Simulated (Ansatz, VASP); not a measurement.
**One calculation of Mg, two programs**

Contents of INCAR:

```
SYSTEM = Mg
ALGO     = Normal         ! electronic algorithm
EDIFF    = 1E-6           ! SCF threshold, eV
ENCUT    = 600            ! plane-wave cutoff, eV
GGA      = PE             ! functional
GGA_COMPAT= .FALSE.      
ISIF     = 2              ! what is computed and relaxed
ISMEAR   = 0              ! smearing method
LASPH    = .TRUE.         ! aspherical terms in the spheres
LCHARG   = .FALSE.        ! write CHGCAR
LREAL    = .FALSE.        ! projectors in reciprocal space
LWAVE    = .FALSE.        ! write WAVECAR
NBANDS   = 7              ! bands
NELM     = 120            ! most SCF steps
PREC     = Accurate       ! precision mode
SIGMA    = 0.1            ! smearing width, eV
```

KPOINTS

```
k-points
0
G
  15 15 14
  0 0 0
```

POSCAR

```
Mg
1.0
    3.0782405467      0.0000000000      0.0000000000
   -1.5391202734      2.6658345124      0.0000000000
    0.0000000000      0.0000000000      2.9813831550
Mg
1
Direct
    0.0000000000      0.0000000000      0.0000000000
```

Input for Ansatz:

```yaml
crystal:
  lattice:
    - [3.0782405467, 0.0, 0.0]
    - [-1.5391202734, 2.6658345124, 0.0]
    - [0.0, 0.0, 2.981383155]
  atoms:
    - { symbol: Mg, position: [0.0, 0.0, 0.0] }
basis:
  ecutwfc: 420
kpoints:
  mp_grid: { grid: [15, 15, 14] }
hamiltonian:
  xc: pbe
scf:
  occupations: { method: gaussian, width: 0.1 }
output:
  forces: true
  stress: true
  eigenvalues: true
```

Alike in both runs: task single point; functional PBE; k mesh 15 × 15 × 14; occupations gaussian, width 0.1 eV; no spin polarisation.

|  | VASP | Ansatz |
| --- | --- | --- |
| version | VASP 6.6.1 | Ansatz 0.2.0 |
| potentials or method | VASP PAW PBE potentials, release 64 (Mg), cutoff 600 eV | scalar-relativistic, plane waves, PAW |
| valence electrons in the cell | 2 | 10 |

|  | VASP | Ansatz | Ansatz less VASP |
| --- | --- | --- | --- |
| gap on the k mesh at the Fermi level (eV) | none | none | - |
| pressure (GPa) | 1.1 | 1.2 | +0.08 |
| traceless stress, the component that is largest in VASP (GPa) | 1.35 | 1.34 | -0.018 |

A gap of «none» marks a metal or a gap that the smearing closes. With one functional, cell and mesh, what is left measures potentials, basis and numerics. VASP's potentials hold 2 valence electrons a cell and Ansatz's 10, so a difference there can come from the potentials and not from the codes.
